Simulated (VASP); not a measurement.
Input of a VASP 6.6.1 run:

Contents of INCAR:

```
SYSTEM = CoSn
ALGO     = Fast           ! electronic algorithm
EDIFF    = 1E-6           ! SCF threshold, eV
ENCUT    = 520            ! plane-wave cutoff, eV
GGA      = PE             ! functional
ISIF     = 2              ! what is computed and relaxed
ISMEAR   = 0              ! smearing method
LASPH    = .True.         ! aspherical terms in the spheres
LCHARG   = .False.        ! write CHGCAR
LREAL    = .False.        ! projectors in reciprocal space
LWAVE    = .False.        ! write WAVECAR
NBANDS   = 44             ! bands
NELM     = 80             ! most SCF steps
PREC     = Accurate       ! precision mode
SIGMA    = 0.15           ! smearing width, eV
```

KPOINTS

```
k-points
0
Gamma
  12 12 12
  0 0 0
```

POSCAR

```
CoSn
1.0
    4.8728582061      0.0000000000      0.0000000000
   -2.4364291030      4.2200189955      0.0000000000
    0.0000000000      0.0000000000      4.2302876780
Co Sn
3 3
Direct
    0.0000000000      0.5000000000      0.0000000000
    0.5000000000      0.5000000000      0.0000000000
    0.5000000000      0.0000000000      0.0000000000
    0.6666666667      0.3333333333      0.5000000000
    0.3333333333      0.6666666667      0.5000000000
    0.0000000000      0.0000000000      0.0000000000
```

Potentials or basis: VASP PAW PBE potentials, release 64 (Co, Sn_d).

Launch:

```sh
$ cat potpaw_PBE.64/Co/POTCAR potpaw_PBE.64/Sn_d/POTCAR > POTCAR
$ mpirun -np 1 vasp_std > vasp.out
```

(1) Predict the pressure.

Answers

(1) 33.3 GPa.

Caveat: the cell differs from its parent crystal (strain -0.080 along x and y, +0.000 along z).
